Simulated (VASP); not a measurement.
# HfN (Fm-3m) in VASP: further runs, part 2 of 2

VASP 6.6.1.

### Step 5. Relaxation of cell and atoms, PBEsol

This run uses another cell than the first one, of 11.40 Å³/atom.

Input file INCAR:

```
ALGO     = Normal         # electronic algorithm
EDIFF    = 1E-6           # SCF threshold, eV
EDIFFG   = -0.001         # ionic threshold
ENCUT    = 600            # plane-wave cutoff, eV
GGA      = PS             # functional
IBRION   = 2              # ionic algorithm
ISIF     = 3              # what is computed and relaxed
ISMEAR   = -1             # smearing method
LASPH    = True           # aspherical terms in the spheres
LCHARG   = False          # write CHGCAR
LREAL    = False          # projectors in reciprocal space
LWAVE    = False          # write WAVECAR
NELM     = 80             # most SCF steps
NSW      = 80             # ionic steps
PREC     = Accurate       # precision mode
SIGMA    = 0.15           # smearing width, eV
```

Input file KPOINTS:

```
k-points
0
Gamma
  16 16 16
```

Input file POSCAR:

```
HfN
1.0
    0.0000000000      2.2507757577      2.2507757577
    2.2507757577      0.0000000000      2.2507757577
    2.2507757577      2.2507757577      0.0000000000
Hf N
1 1
Direct
    0.0000000000      0.0000000000      0.0000000000
    0.5000000000      0.5000000000      0.5000000000
```

Potentials or basis: VASP PAW PBE potentials, release 64 (Hf_pv, N).

Started as:

```
$ cat potpaw_PBE.64/Hf_pv/POTCAR potpaw_PBE.64/N/POTCAR > POTCAR
$ mpirun -np 1 vasp_std > vasp.out
```

OUTCAR:

```text
EDIFF = 1E-6
   EDIFFG = -0.001
   ENCUT = 600
   GGA = PS
   IBRION = 2
   ISIF = 3
   ISMEAR = -1
   LASPH = True
   LREAL = False
   NELM = 80
   NSW = 80
   PREC = Accurate

 ion  position               nearest neighbor table
   1  0.000  0.000  0.000-   2 2.25   2 2.25   2 2.25   2 2.25   2 2.25   2 2.25
   2  0.500  0.500  0.500-   1 2.25   1 2.25   1 2.25   1 2.25   1 2.25   1 2.25

  LATTYP: Found a face centered cubic cell.
 ALAT       =     4.5015515154

  Lattice vectors:

 A1 = (   0.0000000000,   2.2507757577,   2.2507757577)
 A2 = (   2.2507757577,   0.0000000000,   2.2507757577)
 A3 = (   2.2507757577,   2.2507757577,   0.0000000000)

Analysis of symmetry for initial positions (statically):
=====================================================================
 Subroutine PRICEL returns:
 Original cell was already a primitive cell.

 Routine SETGRP: Setting up the symmetry group for a
 face centered cubic supercell.

 Subroutine GETGRP returns: Found 48 space group operations
 (whereof 48 operations were pure point group operations)
 out of a pool of 48 trial point group operations.

The static configuration has the point symmetry O_h .

Analysis of symmetry for dynamics (positions and initial velocities):
=====================================================================
 Subroutine PRICEL returns:
 Original cell was already a primitive cell.

 Routine SETGRP: Setting up the symmetry group for a
 face centered cubic supercell.

 Subroutine GETGRP returns: Found 48 space group operations
 (whereof 48 operations were pure point group operations)
 out of a pool of 48 trial point group operations.

The dynamic configuration has the point symmetry O_h .

 Subroutine INISYM returns: Found 48 space group operations
 (whereof 48 operations are pure point group operations),
 and found     1 'primitive' translations

----------------------------------------------------------------------------------------

                                     Primitive cell

  volume of cell :      22.8048

  direct lattice vectors                    reciprocal lattice vectors
     0.000000000  2.250775758  2.250775758    -0.222145631  0.222145631  0.222145631
     2.250775758  0.000000000  2.250775758     0.222145631 -0.222145631  0.222145631
     2.250775758  2.250775758  0.000000000     0.222145631  0.222145631 -0.222145631

  length of vectors
     3.183077602  3.183077602  3.183077602     0.384767519  0.384767519  0.384767519

  position of ions in fractional coordinates (direct lattice)
     0.000000000  0.000000000  0.000000000
     0.500000000  0.500000000  0.500000000

  ion indices of the primitive-cell ions
   primitive index   ion index
                 1           1
                 2           2

----------------------------------------------------------------------------------------

 KPOINTS: k-points

Automatic generation of k-mesh.
 Grid dimensions read from file:
 generate k-points for:   16   16   16

 Generating k-lattice:

  Cartesian coordinates                     Fractional coordinates (reciprocal lattice)
[... 50 lines left out ...]
 SYSTEM =  unknown system
   PREC   = accura    normal or accurate (medium, high low for compatibility)
   ISTART =      0    job   : 0-new  1-cont  2-samecut
   ICHARG =      2    charge: 1-file 2-atom 10-const
   ISPIN  =      1    spin polarized calculation?
   LNONCOLLINEAR =      F non collinear calculations
   LSORBIT =      F    spin-orbit coupling
   LASPH  =      T    aspherical Exc in radial PAW
   ENCUT  =  600.0 eV  44.10 Ry    6.64 a.u.   6.36  6.36  6.36*2*pi/ulx,y,z
   NELM   =     80;   NELMIN=  2; NELMDL= -5     # of ELM steps
   EDIFF  = 0.1E-05   stopping-criterion for ELM
   LREAL  =      F    real-space projection
   EDIFFG = -.1E-02   stopping-criterion for IOM
   NSW    =     80    number of steps for IOM
   IBRION =      2    ionic relax: 0-MD 1-quasi-New 2-CG
   NFREE  =      1    steps in history (QN), initial steepest desc. (CG)
   ISIF   =      3    stress and relaxation
   ISYM   =      2    0-nonsym 1-usesym 2-fastsym
   POTIM  = 0.5000    time-step for ionic-motion
   TEBEG  =    0.0;   TEEND  =   0.0 temperature during run
   PSTRESS=    0.0 pullay stress
   NELECT =      15.0000    total number of electrons
   NUPDOWN=      -1.0000    fix difference up-down
   EMIN   =  10.00;   EMAX   =-10.00  energy-range for DOS
   EFERMI =   0.00;   METHOD = LEGACY
   ISMEAR =    -1;   SIGMA  =   0.15  broadening in eV -4-tet -1-fermi 0-gaus
   EFERMI_NEDOS =   21; number of points for ismear=-14 and -15
   IALGO  =     38    algorithm
   IMIX   =      4    mixing-type and parameters
     AMIX     =   0.40;   BMIX     =  1.00
     AMIX_MAG =   1.60;   BMIX_MAG =  1.00
  volume/ion in A,a.u.               =      11.40        76.95
  Fermi-wavevector in a.u.,A,eV,Ry     =   1.423737  2.690472 27.579367  2.027026
  Thomas-Fermi vector in A             =   2.544302
   LORBIT       =      0    0 simple, 1 ext, 2 COOP (PROOUT), +10 PAW based schemes
   GGA     = PS    functional components
   LHFCALC =     F    Hartree Fock is set to
   AEXX    =    0.0000 exact exchange contribution
   IVDW    =     0    specifies the selected vdW correction
   LEPSILON=     F    determine dielectric tensor
   LRPA    =     F    only Hartree local field effects (RPA)
 conjugate gradient relaxation of ions
 non-spin polarized calculation
  energy-cutoff  :      600.00
  volume of cell :       22.80
 maximum number of plane-waves:       778
 NGX is ok and might be reduce to    28
   NGX = 13   NGY = 13   NGZ = 13

--------------------------------------- Ionic step        1  -------------------------------------------

 number of electron      15.0000002 magnetization

 Free energy of the ion-electron system (eV)
  ---------------------------------------------------
  ext. energy  EPLUGINS =         0.00000000
  ---------------------------------------------------
  free energy    TOTEN  =       -23.01666207 eV

  energy without entropy =      -22.97389224  energy(sigma->0) =      -22.99527715

------------------------ aborting loop because EDIFF is reached ----------------------------------------

  FORCE on cell =-STRESS in cart. coord.  units (eV):
  Direction    XX          YY          ZZ          XY          YZ          ZX
  --------------------------------------------------------------------------------------
  -------------------------------------------------------------------------------------
  Total       -0.3034466     -0.3034466     -0.3034466      0.0000000      0.0000000      0.0000000
  in kB      -21.3189658    -21.3189658    -21.3189658      0.0000000      0.0000000      0.0000000
  external PRESSURE =     -21.3189658 kB  Pullay stress =       0.0000000 kB
[... 59 lines left out ...]
--------------------------------------- Ionic step        3  -------------------------------------------

 number of electron      15.0000002 magnetization

 Free energy of the ion-electron system (eV)
  ---------------------------------------------------
  ext. energy  EPLUGINS =         0.00000000
  ---------------------------------------------------
  free energy    TOTEN  =       -23.01779797 eV

  energy without entropy =      -22.97540650  energy(sigma->0) =      -22.99660224

 E-fermi :   8.3591     XC(G=0): -12.9900

 val. band max:        8.3580769511   @ k =   0.3750   0.1250   0.0000
 cond. band min:       8.3619833713   @ k =   0.0625   0.0625   0.0000
 fundamental gap:      0.0039064202
 Fermi energy:         8.3591150164

 k-point     1 :       0.0000    0.0000    0.0000
  band No.  band energies     occupation
      1     -22.6233      2.00000
      2     -22.6233      2.00000
      3     -22.6233      2.00000
      4      -9.1861      2.00000
      5       5.3570      2.00000
      6       5.3570      2.00000
      7       5.3570      2.00000
      8       7.9811      1.85112
      9       7.9811      1.85112
     10       7.9811      1.85112
     11      10.3520      0.00000
[... 309 lines left out ...]
 k-point    24 :      -0.0625    0.0625    0.0000
  band No.  band energies     occupation
      1     -22.7282      2.00000
      2     -22.6493      2.00000
      3     -22.6252      2.00000
      4      -8.9372      2.00000
      5       4.3159      2.00000
      6       4.6647      2.00000
      7       4.9895      2.00000
      8       8.1587      1.58372
      9       8.1596      1.58167
     10       8.6179      0.30236
     11      10.5087      0.00000

 [... further k-points ...]

------------------------ aborting loop because EDIFF is reached ----------------------------------------

  FORCE on cell =-STRESS in cart. coord.  units (eV):
  Direction    XX          YY          ZZ          XY          YZ          ZX
  --------------------------------------------------------------------------------------
  -------------------------------------------------------------------------------------
  Total        0.0000571      0.0000571      0.0000571     -0.0000000     -0.0000000      0.0000000
  in kB        0.0040405      0.0040405      0.0040405     -0.0000000     -0.0000000      0.0000000
  external PRESSURE =       0.0040405 kB  Pullay stress =       0.0000000 kB
[... 17 lines left out ...]
  FREE ENERGIE OF THE ION-ELECTRON SYSTEM (eV)
  ---------------------------------------------------
  free  energy   TOTEN  =       -23.0177979728 eV

  energy  without entropy=      -22.9754065042  energy(sigma->0) =      -22.99660224

 reached required accuracy - stopping structural energy minimisation
```

Run time: 2 min. Hardware: 1 thread of Intel Xeon 8259CL, shared host; peak memory 0.2 GiB.

What came out:

```
Free energy                           : -23.0178 eV
Relaxed volume                        : 11.32 Å³/atom
Relaxed cell                          : a = 3.175 Å, b = 3.175 Å, c = 3.175 Å, α = 60.00°, β = 60.00°, γ = 60.00°
Space group after relaxing (to 0.1 Å) : Fm-3m (No. 225)
Energy gained by relaxing             : 0.6 meV/atom
Ionic steps                           : 3
Pressure after relaxing               : 0.0 GPa
Band gap on the k mesh                : zero (an odd number of electrons rules out a gap without spin polarisation)
```

Step by step:
| step | energy change (eV) | largest force (eV/Å) | pressure (GPa) | volume (Å³) |
| --- | --- | --- | --- | --- |
| 1 | 0.0000 | 0.0000 | -2.13 | 22.80 |
| 2 | 0.0033 | 0.0000 | 4.38 | 22.31 |
| 3 | -0.0011 | 0.0000 | 0.00 | 22.64 |

Final structure:
```
Hf N
1.0
     0.00000    2.24522    2.24522
     2.24522    0.00000    2.24522
     2.24522    2.24522    0.00000
Hf N
1 1
Direct
  0.00000 0.00000 0.00000
  0.50000 0.50000 0.50000
```

Caveat: the PAW data sets were made with another functional, which shifts forces and pressure a little; spin-orbit coupling is left out, which moves the levels of the heavy elements.

### Step 6. Single point, PBEsol

This run uses another cell than the first one, of 11.40 Å³/atom.

Input file INCAR:

```
SYSTEM = HfN
PREC = Accurate
ENCUT = 520
EDIFF = 1E-6
ISMEAR = 0
SIGMA = 0.15
LREAL = .FALSE.
LASPH = .TRUE.
NELM = 80
ALGO = Normal
ISIF = 2
LWAVE = .FALSE.
LCHARG = .FALSE.
GGA = PS
NBANDS = 14
```

Input file KPOINTS:

```
Automatic mesh
0
G
  22 22 22
  0 0 0
```

POSCAR is that of step 5.

Potentials or basis: VASP PAW PBE potentials, release 64 (Hf_pv, N).

Started as:

```
$ cat potpaw_PBE.64/Hf_pv/POTCAR potpaw_PBE.64/N/POTCAR > POTCAR
$ mpirun -np 1 vasp_std > vasp.out
```

Run time: 60 s. Hardware: 1 thread of Intel Xeon Platinum 8259CL at 2.50GHz (Skylake/Cascade Lake), shared host; peak memory 0.23 GiB.

Results (log left out):

```yaml
Free_energy: -22.9960 eV
Pressure: -2.2 GPa
Band_gap_on_the_k_mesh: zero (an odd number of electrons rules out a gap without spin polarisation)
```

Levels at points of the mesh, in eV from the Fermi level:
```tsv
k point	band 6	band 7	band 8	band 9	band 10	band 11
(0.00, 0.00, 0.00)	-3.00	-3.00	-0.38	-0.38	-0.38	1.92
(0.50, 0.00, 0.00)	-6.23	-6.23	3.35	3.77	3.77	4.47
(0.50, 0.50, 0.00)	-3.89	-3.66	-3.66	4.15	5.64	5.64
```

Caveat: the PAW data sets were made with another functional, which shifts forces and pressure a little; spin-orbit coupling is left out, which moves the levels of the heavy elements.

### Step 7. Overview

| task | cell | k mesh | cutoff (eV) | smearing | gap on the mesh (eV) | pressure (GPa) |
| --- | --- | --- | --- | --- | --- | --- |
| single point | a = 3.092 Å, angles 60.0°, 2 atoms | 16 × 16 × 16 | 520 | fermi-dirac 0.15 eV | none | 27.8 |
| relaxation of cell and atoms | relaxed to 30 GPa from a = 3.184 Å, angles 60.0°, 2 atoms | 16 × 16 × 16 | 600 | fermi-dirac 0.15 eV | none | 30.0 |
| single point | a = 3.184 Å, angles 60.0°, 2 atoms | 16 × 16 × 16 | 520 | fermi-dirac 0.15 eV | none | -2.2 |
| relaxation of cell and atoms | relaxed from a = 3.183 Å, angles 60.0°, 2 atoms | 16 × 16 × 16 | 600 | fermi-dirac 0.15 eV | none | 0.0 |
| single point | a = 3.183 Å, angles 60.0°, 2 atoms | 22 × 22 × 22 | 520 | gaussian 0.15 eV | none | -2.2 |

Alike in all rows: level PBEsol; potentials or basis VASP PAW PBE potentials, release 64 (Hf_pv, N); no spin polarisation.

Caveats: the PAW data sets were made with another functional, which shifts forces and pressure a little; spin-orbit coupling is left out, which moves the levels of the heavy elements; the cell stands under pressure (at least some runs); the cell is relaxed towards a set pressure, so the run minimises the enthalpy, not the energy (at least some runs).

Total energies depend on the potentials used, so only differences within one code and one set of settings carry meaning.
